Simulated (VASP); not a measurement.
A run of VASP 6.6.1 is set up as follows.

Contents of INCAR:

```
PREC = Accurate
ENCUT = 910
EDIFF = 1E-6
ISMEAR = 0
SIGMA = 0.01
LREAL = F
LASPH = T
NELM = 120
ALGO = Normal
ISIF = 2
LWAVE = F
LCHARG = F
GGA = PS
NBANDS = 28
GGA_COMPAT = F
```

The input KPOINTS:

```
Automatic mesh
0
Gamma
  3 3 2
```

File POSCAR:

```
SnO
1.0
    3.7986000000      0.0000000000      0.0000000000
    0.0000000000      3.7986000000      0.0000000000
    0.0000000000      0.0000000000      4.8408000000
Sn O
2 2
Direct
    0.5000000000      0.0000000000      0.2369000000
    0.0000000000      0.5000000000      0.7631000000
    0.0000000000      0.0000000000      0.0000000000
    0.5000000000      0.5000000000      0.0000000000
```

Potentials or basis: VASP PAW PBE potentials, release 64 (Sn_d, O_h).

Run with:

```sh
$ cat potpaw_PBE.64/Sn_d/POTCAR potpaw_PBE.64/O_h/POTCAR > POTCAR
$ mpirun -np 1 vasp_std > vasp.out
```

Question: What does it give for the band gap on the k mesh?

Answer: 1.05 eV (least direct gap 2.04 eV).

Question: What does it give for the largest force?

Answer: 0.325 eV/Å.

Question: Estimate the pressure.

Answer: 0.5 GPa.

Forces in eV/Å, atoms in the order of the input:
```
Sn   0.000  0.000  0.325
Sn   0.000  0.000 -0.325
O    0.000  0.000  0.000
O    0.000  0.000  0.000
```

Caveat: the k points lie up to 0.65 Å⁻¹ apart; the PAW data sets were made with another functional, which shifts forces and pressure a little; spin-orbit coupling is left out, which moves the levels of the heavy elements. A k mesh can miss the band edges.
